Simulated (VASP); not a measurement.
# KF (Fm-3m) in VASP: notebook, part 2 of 2

VASP 6.6.1.

### 3 Single point, HF

File POSCAR:

```
KF
1.0
    0.0000000000      2.6734993184      2.6734993184
    2.6734993184      0.0000000000      2.6734993184
    2.6734993184      2.6734993184      0.0000000000
K F
1 1
Direct
    0.0000000000      0.0000000000      0.0000000000
    0.5000000000      0.5000000000      0.5000000000
```

File INCAR.step1:

```
SYSTEM = KF
PREC = Accurate
ENCUT = 520
EDIFF = 1E-5
ISMEAR = 0
SIGMA = 0.05
LREAL = .False.
LASPH = .True.
NELM = 80
ALGO = Normal
ISIF = 2
LWAVE = .True.
LCHARG = .False.
GGA = PE
NBANDS = 15
```

File INCAR.step2:

```
SYSTEM = KF
PREC = Accurate
ENCUT = 520
EDIFF = 1E-6
ISMEAR = 0
SIGMA = 0.05
LREAL = .False.
LASPH = .True.
NELM = 80
ALGO = Normal
ISIF = 2
LWAVE = .False.
LCHARG = .False.
GGA = PE
LHFCALC = .True.
AEXX = 1.0
ALDAC = 0.0
AGGAC = 0.0
PRECFOCK = Normal
ISTART = 1
NBANDS = 15
```

File KPOINTS:

```
regular mesh
0
Gamma
  4 4 4
  0 0 0
```

Potentials or basis: VASP PAW PBE potentials, release 64 (K_sv, F).

On the command line:

```console
> cat potpaw_PBE.64/K_sv/POTCAR potpaw_PBE.64/F/POTCAR > POTCAR
> cp INCAR.step1 INCAR
> mpirun -np 1 vasp_std > vasp.out
> cp INCAR.step2 INCAR
> mpirun -np 1 vasp_std > vasp.out
```

OUTCAR:

```text
SYSTEM = KF
   PREC = Accurate
   ENCUT = 520
   EDIFF = 1E-6
   ISMEAR = 0
   LREAL = .False.
   LASPH = .True.
   NELM = 80
   ISIF = 2
   GGA = PE
   LHFCALC = .True.
   AEXX = 1.0
   PRECFOCK = Normal
   ISTART = 1

 ion  position               nearest neighbor table
   1  0.000  0.000  0.000-   2 2.67   2 2.67   2 2.67   2 2.67   2 2.67   2 2.67
   2  0.500  0.500  0.500-   1 2.67   1 2.67   1 2.67   1 2.67   1 2.67   1 2.67

  LATTYP: Found a face centered cubic cell.
 ALAT       =     5.3469986368

  Lattice vectors:

 A1 = (   0.0000000000,   2.6734993184,   2.6734993184)
 A2 = (   2.6734993184,   0.0000000000,   2.6734993184)
 A3 = (   2.6734993184,   2.6734993184,   0.0000000000)

Analysis of symmetry for initial positions (statically):
=====================================================================
 Subroutine PRICEL returns:
 Original cell was already a primitive cell.

 Routine SETGRP: Setting up the symmetry group for a
 face centered cubic supercell.

 Subroutine GETGRP returns: Found 48 space group operations
 (whereof 48 operations were pure point group operations)
 out of a pool of 48 trial point group operations.

The static configuration has the point symmetry O_h .

Analysis of symmetry for dynamics (positions and initial velocities):
=====================================================================
 Subroutine PRICEL returns:
 Original cell was already a primitive cell.

 Routine SETGRP: Setting up the symmetry group for a
 face centered cubic supercell.

 Subroutine GETGRP returns: Found 48 space group operations
 (whereof 48 operations were pure point group operations)
 out of a pool of 48 trial point group operations.

The dynamic configuration has the point symmetry O_h .

 Subroutine INISYM returns: Found 48 space group operations
 (whereof 48 operations are pure point group operations),
 and found     1 'primitive' translations

----------------------------------------------------------------------------------------

                                     Primitive cell

  volume of cell :      38.2182

  direct lattice vectors                    reciprocal lattice vectors
     0.000000000  2.673499318  2.673499318    -0.187020807  0.187020807  0.187020807
     2.673499318  0.000000000  2.673499318     0.187020807 -0.187020807  0.187020807
     2.673499318  2.673499318  0.000000000     0.187020807  0.187020807 -0.187020807

  length of vectors
     3.780898995  3.780898995  3.780898995     0.323929540  0.323929540  0.323929540

  position of ions in fractional coordinates (direct lattice)
     0.000000000  0.000000000  0.000000000
     0.500000000  0.500000000  0.500000000

  ion indices of the primitive-cell ions
   primitive index   ion index
                 1           1
                 2           2

----------------------------------------------------------------------------------------

 KPOINTS: regular mesh

Automatic generation of k-mesh.
 Grid dimensions read from file:
 generate k-points for:    4    4    4

 Generating k-lattice:

[... 32 lines left out ...]
   NGX,Y,Z   is equivalent  to a cutoff of  12.31, 12.31, 12.31 a.u.
   NGXF,Y,Z  is equivalent  to a cutoff of  24.62, 24.62, 24.62 a.u.
 SYSTEM =  KF
   PREC   = accura    normal or accurate (medium, high low for compatibility)
   ISTART =      1    job   : 0-new  1-cont  2-samecut
   ICHARG =      0    charge: 1-file 2-atom 10-const
   ISPIN  =      1    spin polarized calculation?
   LNONCOLLINEAR =      F non collinear calculations
   LSORBIT =      F    spin-orbit coupling
   LASPH  =      T    aspherical Exc in radial PAW
   ENCUT  =  520.0 eV  38.22 Ry    6.18 a.u.   7.03  7.03  7.03*2*pi/ulx,y,z
   NELM   =     80;   NELMIN=  2; NELMDL=  0     # of ELM steps
   EDIFF  = 0.1E-05   stopping-criterion for ELM
   LREAL  =      F    real-space projection
   EDIFFG = 0.1E-04   stopping-criterion for IOM
   NSW    =      0    number of steps for IOM
   IBRION =     -1    ionic relax: 0-MD 1-quasi-New 2-CG
   NFREE  =      0    steps in history (QN), initial steepest desc. (CG)
   ISIF   =      2    stress and relaxation
   ISYM   =      3    0-nonsym 1-usesym 2-fastsym
   POTIM  = 0.5000    time-step for ionic-motion
   TEBEG  =    0.0;   TEEND  =   0.0 temperature during run
   PSTRESS=    0.0 pullay stress
   NELECT =      16.0000    total number of electrons
   NUPDOWN=      -1.0000    fix difference up-down
   EMIN   =  10.00;   EMAX   =-10.00  energy-range for DOS
   EFERMI =   0.00;   METHOD = LEGACY
   ISMEAR =     0;   SIGMA  =   0.05  broadening in eV -4-tet -1-fermi 0-gaus
   EFERMI_NEDOS =   21; number of points for ismear=-14 and -15
   IALGO  =     38    algorithm
   IMIX   =      1    mixing-type and parameters
     AMIX     =   0.40;   BMIX     =  1.00
     AMIX_MAG =   1.60;   BMIX_MAG =  1.00
  volume/ion in A,a.u.               =      19.11       128.95
  Fermi-wavevector in a.u.,A,eV,Ry     =   1.224686  2.314321 20.406777  1.499856
  Thomas-Fermi vector in A             =   2.359751
   LORBIT       =      0    0 simple, 1 ext, 2 COOP (PROOUT), +10 PAW based schemes
   GGA     = PE    functional components
   LHFCALC =     T    Hartree Fock is set to
   PRECFOCK=normal    Normal, Fast or Accurate (Low or Medium for compatibility)
   ENCUT4O =  -1.0   cutoff for four orbital integrals eV
   NKREDX  =     1    reduce k-point grid by
   NKREDY  =     1    reduce k-point grid by
   NKREDZ  =     1    reduce k-point grid by
   AEXX    =    1.0000 exact exchange contribution
   HFSCREEN=    0.0000 screening length (either q_TF or 0.3 A-1)
   HFSCREENC=   0.0000 screening length for correlation (either q_TF or 0.3 A-1)
   ENCUTFOCK=  -1.0 apply spherical cutoff to Coloumb kernel
   IVDW    =     0    specifies the selected vdW correction
   LEPSILON=     F    determine dielectric tensor
   LRPA    =     F    only Hartree local field effects (RPA)
 non-spin polarized calculation
 Gauss-broadening in eV      SIGMA  =   0.05
  energy-cutoff  :      520.00
  volume of cell :       38.22
 maximum number of plane-waves:      1056
  NGX = 24; NGY = 24; NGZ = 24

 number of electron      16.0000001 magnetization

 Free energy of the ion-electron system (eV)
  ---------------------------------------------------
  ext. energy  EPLUGINS =         0.00000000
  ---------------------------------------------------
  free energy    TOTEN  =       -16.38414794 eV

  energy without entropy =      -16.38414794  energy(sigma->0) =      -16.38414794

 E-fermi :  -9.6438     XC(G=0):   0.0000

 val. band max:       -9.9779743387   @ k =   0.0000   0.0000   0.0000
 cond. band min:       7.5010338201   @ k =   0.0000   0.0000   0.0000
 fundamental gap:     17.4790081588
 Fermi energy:        -9.6438251604

 k-point     1 :       0.0000    0.0000    0.0000
  band No.  band energies     occupation
      1     -41.6279      2.00000
      2     -34.6342      2.00000
      3     -19.4462      2.00000
      4     -19.4462      2.00000
      5     -19.4462      2.00000
      6      -9.9780      2.00000
      7      -9.9780      2.00000
      8      -9.9780      2.00000
      9       7.5010      0.00000
     10      13.3398      0.00000
     11      13.3398      0.00000
     12      13.3398      0.00000
     13      15.8409      0.00000
     14      15.8409      0.00000
[... 113 lines left out ...]
      2     -34.6977      2.00000
      3     -19.9172      2.00000
      4     -19.9172      2.00000
      5     -19.5182      2.00000
      6     -10.4060      2.00000
      7     -10.0713      2.00000
      8     -10.0713      2.00000
      9      11.6041      0.00000
     10      11.6041      0.00000
     11      14.2000      0.00000
     12      16.4866      0.00000
     13      18.4717      0.00000
     14      18.4949      0.00000
     15      19.3610      0.00000

------------------------ aborting loop because EDIFF is reached ----------------------------------------

  FORCE on cell =-STRESS in cart. coord.  units (eV):
  Direction    XX          YY          ZZ          XY          YZ          ZX
  --------------------------------------------------------------------------------------
  -------------------------------------------------------------------------------------
  Total        0.3784588      0.3784588      0.3784588     -0.0000000      0.0000000     -0.0000000
  in kB       15.8656904     15.8656904     15.8656904     -0.0000000      0.0000000     -0.0000000
  external PRESSURE =      15.8656904 kB  Pullay stress =       0.0000000 kB

 VOLUME and BASIS-vectors are now :
 -----------------------------------------------------------------------------
  energy-cutoff  :      520.00
  volume of cell :       38.22
      direct lattice vectors                 reciprocal lattice vectors
     0.000000000  2.673499318  2.673499318    -0.187020807  0.187020807  0.187020807
     2.673499318  0.000000000  2.673499318     0.187020807 -0.187020807  0.187020807
     2.673499318  2.673499318  0.000000000     0.187020807  0.187020807 -0.187020807

 POSITION                                       TOTAL-FORCE (eV/Angst)
 -----------------------------------------------------------------------------------
      0.00000      0.00000      0.00000         0.000000     -0.000000      0.000000
      2.67350      2.67350      2.67350        -0.000000      0.000000     -0.000000
 -----------------------------------------------------------------------------------
    total drift:                                0.000000      0.000000      0.000000

  FREE ENERGIE OF THE ION-ELECTRON SYSTEM (eV)
  ---------------------------------------------------
  free  energy   TOTEN  =       -16.3841479392 eV

  energy  without entropy=      -16.3841479392  energy(sigma->0) =      -16.38414794
```

It took 8.5 min on 1 thread of AMD EPYC 7R43 (Zen 3), shared host; peak memory 0.13 GiB.

Results:

```yaml
Free_energy: -16.3841 eV
Pressure: 1.6 GPa
Band_gap_on_the_k_mesh: 17.48 eV
```

Levels at points of the mesh, in eV from the valence-band top:
```
           k point  band 4  band 5  band 6  band 7  band 8  band 9  band 10  band 11  band 12  band 13
(0.00, 0.00, 0.00)   -9.47   -9.47    0.00    0.00    0.00   17.48    23.32    23.32    23.32    25.82
(0.50, 0.00, 0.00)   -9.48   -9.48   -0.76   -0.36   -0.36   20.85    22.11    25.31    25.31    28.69
(0.50, 0.50, 0.00)   -9.73   -9.73   -0.12   -0.03   -0.03   19.91    22.92    23.47    27.71    28.45
```

Caveat: the k points lie up to 0.51 Å⁻¹ apart; the PAW data sets were made with another functional, which shifts forces and pressure a little.

### 4 Single point, PBE0

POSCAR is that of step 3.

File INCAR.step1:

```
SYSTEM = KF
PREC = Accurate
ENCUT = 520
EDIFF = 1E-5
ISMEAR = 0
SIGMA = 0.05
LREAL = .FALSE.
LASPH = .TRUE.
NELM = 60
ALGO = Normal
ISIF = 2
LWAVE = .TRUE.
NBANDS = 15
GGA = PE
```

File INCAR.step2:

```
SYSTEM = KF
PREC = Accurate
ENCUT = 520
EDIFF = 1E-7
ISMEAR = 0
SIGMA = 0.05
LREAL = .FALSE.
LASPH = .TRUE.
NELM = 60
ALGO = Normal
ISIF = 2
LWAVE = .FALSE.
LCHARG = .TRUE.
GGA = PE
LHFCALC = .TRUE.
AEXX = 0.25
PRECFOCK = Normal
LELF = .TRUE.
LVHAR = .TRUE.
NBANDS = 15
ISTART = 1
```

File KPOINTS:

```
regular mesh
0
G
  4 4 4
  0 0 0
```

On the command line:

```console
> cat potpaw_PBE.64/K_sv/POTCAR potpaw_PBE.64/F/POTCAR > POTCAR
> cp INCAR.step1 INCAR
> mpirun -np 1 vasp_std > vasp.out
> cp INCAR.step2 INCAR
> mpirun -np 1 vasp_std > vasp.out
```

Wall time 6.8 min (1 thread of AMD EPYC 7R43 (Zen 3), shared host); peak memory 0.13 GiB.

Results (log left out):

| Property | Result |
| --- | --- |
| Free energy | -10.5003 eV |
| Pressure | 0.4 GPa |
| Band gap on the k mesh | 8.94 eV |

Levels at points of the mesh, in eV from the valence-band top:
| k point | band 5 | band 6 | band 7 | band 8 | band 9 | band 10 | band 11 | band 12 |
| --- | --- | --- | --- | --- | --- | --- | --- | --- |
| (0.00, 0.00, 0.00) | -9.54 | 0.00 | 0.00 | 0.00 | 8.94 | 13.82 | 13.82 | 13.82 |
| (0.50, 0.00, 0.00) | -9.57 | -0.79 | -0.35 | -0.35 | 12.00 | 13.44 | 15.35 | 15.35 |
| (0.50, 0.50, 0.00) | -9.76 | -0.20 | -0.06 | -0.06 | 11.11 | 13.42 | 14.71 | 17.05 |

Caveat: the k points lie up to 0.51 Å⁻¹ apart; the PAW data sets were made with another functional, which shifts forces and pressure a little.

### 5 Single point, PBE-based screened hybrid with 45 % exact exchange

POSCAR is that of step 4.

File INCAR.step1:

```
  PREC = Accurate
  ENCUT = 520
  EDIFF = 1E-5
  ISMEAR = 0
  SIGMA = 0.05
  LREAL = False
  LASPH = True
  NELM = 100
  ALGO = Normal
  ISIF = 2
  LWAVE = True
  LCHARG = False
  NBANDS = 15
  GGA = PE
```

File INCAR.step2:

```
  PREC = Accurate
  ENCUT = 520
  EDIFF = 1E-6
  ISMEAR = 0
  SIGMA = 0.05
  LREAL = False
  LASPH = True
  NELM = 100
  ALGO = Normal
  ISIF = 2
  LWAVE = False
  LCHARG = False
  GGA = PE
  LHFCALC = True
  AEXX = 0.45
  HFSCREEN = 0.3
  PRECFOCK = Normal
  NBANDS = 15
  ISTART = 1
```

File KPOINTS:

```
regular mesh
0
Gamma
  4 4 4
```

On the command line:

```console
> cat potpaw_PBE.64/K_sv/POTCAR potpaw_PBE.64/F/POTCAR > POTCAR
> cp INCAR.step1 INCAR
> mpirun -np 1 vasp_std > vasp.out
> cp INCAR.step2 INCAR
> mpirun -np 1 vasp_std > vasp.out
```

Wall time 6.9 min (1 thread of AMD EPYC 7R43 (Zen 3), shared host); peak memory 0.23 GiB.

Results (log left out):

```
Free energy            : -11.0281 eV
Pressure               : -0.2 GPa
Band gap on the k mesh : 9.30 eV
```

Levels at points of the mesh, in eV from the valence-band top:
| k point | band 5 | band 6 | band 7 | band 8 | band 9 | band 10 | band 11 | band 12 |
| --- | --- | --- | --- | --- | --- | --- | --- | --- |
| (0.00, 0.00, 0.00) | -9.59 | 0.00 | 0.00 | 0.00 | 9.30 | 14.35 | 14.35 | 14.35 |
| (0.50, 0.00, 0.00) | -9.62 | -0.75 | -0.34 | -0.34 | 12.40 | 13.82 | 15.97 | 15.97 |
| (0.50, 0.50, 0.00) | -9.81 | -0.17 | -0.05 | -0.05 | 11.52 | 13.95 | 15.10 | 17.81 |

Caveat: the k points lie up to 0.51 Å⁻¹ apart; the PAW data sets were made with another functional, which shifts forces and pressure a little.

### 6 Single point, HSE06

POSCAR is that of step 5.

File INCAR.step1:

```
SYSTEM = KF
ALGO     = Normal         ! electronic algorithm
EDIFF    = 1E-5           ! SCF threshold, eV
ENCUT    = 520            ! plane-wave cutoff, eV
GGA      = PE             ! functional
ISIF     = 2              ! what is computed and relaxed
ISMEAR   = 0              ! smearing method
LASPH    = .True.         ! aspherical terms in the spheres
LREAL    = .False.        ! projectors in reciprocal space
LWAVE    = .True.         ! write WAVECAR
NBANDS   = 15             ! bands
NELM     = 100            ! most SCF steps
PREC     = Accurate       ! precision mode
SIGMA    = 0.05           ! smearing width, eV
```

File INCAR.step2:

```
SYSTEM = KF
ALGO     = Normal         ! electronic algorithm
EDIFF    = 1E-6           ! SCF threshold, eV
ENCUT    = 520            ! plane-wave cutoff, eV
GGA      = PE             ! functional
HFSCREEN = 0.2079         ! screening, 1/A
ISIF     = 2              ! what is computed and relaxed
ISMEAR   = 0              ! smearing method
ISTART   = 1            
LASPH    = .True.         ! aspherical terms in the spheres
LCHARG   = .True.         ! write CHGCAR
LELF     = .True.         ! ELF
LHFCALC  = .True.         ! exact exchange
LREAL    = .False.        ! projectors in reciprocal space
LVHAR    = .True.       
LWAVE    = .False.        ! write WAVECAR
NBANDS   = 15             ! bands
NELM     = 100            ! most SCF steps
PREC     = Accurate       ! precision mode
PRECFOCK = Normal       
SIGMA    = 0.05           ! smearing width, eV
```

File KPOINTS:

```
k-points
0
Gamma
  4 4 4
  0 0 0
```

Potentials or basis: VASP PAW PBE potentials, release 64 (K_sv, F).

On the command line:

```console
> cat potpaw_PBE.64/K_sv/POTCAR potpaw_PBE.64/F/POTCAR > POTCAR
> cp INCAR.step1 INCAR
> mpirun -np 1 vasp_std > vasp.out
> cp INCAR.step2 INCAR
> mpirun -np 1 vasp_std > vasp.out
```

It took 6.2 min on 1 thread of AMD EPYC 7R43 (Zen 3), shared host; peak memory 0.23 GiB.

The run converged. Its results:

```yaml
Free_energy: -9.9658 eV
Pressure: 0.5 GPa
Band_gap_on_the_k_mesh: 8.15 eV
```

Levels at points of the mesh, in eV from the valence-band top:
| k point | band 5 | band 6 | band 7 | band 8 | band 9 | band 10 | band 11 | band 12 |
| --- | --- | --- | --- | --- | --- | --- | --- | --- |
| (0.00, 0.00, 0.00) | -9.54 | 0.00 | 0.00 | 0.00 | 8.15 | 13.00 | 13.00 | 13.00 |
| (0.50, 0.00, 0.00) | -9.57 | -0.78 | -0.35 | -0.35 | 11.19 | 12.65 | 14.53 | 14.53 |
| (0.50, 0.50, 0.00) | -9.76 | -0.20 | -0.05 | -0.05 | 10.31 | 12.61 | 13.91 | 16.23 |

Caveat: the k points lie up to 0.51 Å⁻¹ apart; the PAW data sets were made with another functional, which shifts forces and pressure a little.

### 7 Overview

```csv
level,share of exact exchange,screening parameter,gap on the mesh (eV),pressure (GPa)
B3LYP,0.2,-,8.39,0.9
HF,1,-,17.48,1.6
PBE0,0.25,-,8.94,0.4
PBE-based screened hybrid with 45 % exact exchange,0.45,0.3 1/Å,9.30,-0.2
HSE06,0.25,0.2079 1/Å,8.15,0.5
```

Alike in all rows: task single point; potentials or basis VASP PAW PBE potentials, release 64 (K_sv, F); no spin polarisation; cell as given; k mesh 4 × 4 × 4; cutoff (eV) 520; smearing gaussian 0.05 eV.

Caveats: all runs use coarse meshes; the PAW data sets were made with another functional, which shifts forces and pressure a little.

Absolute energies hang on the potentials; compare differences alone.
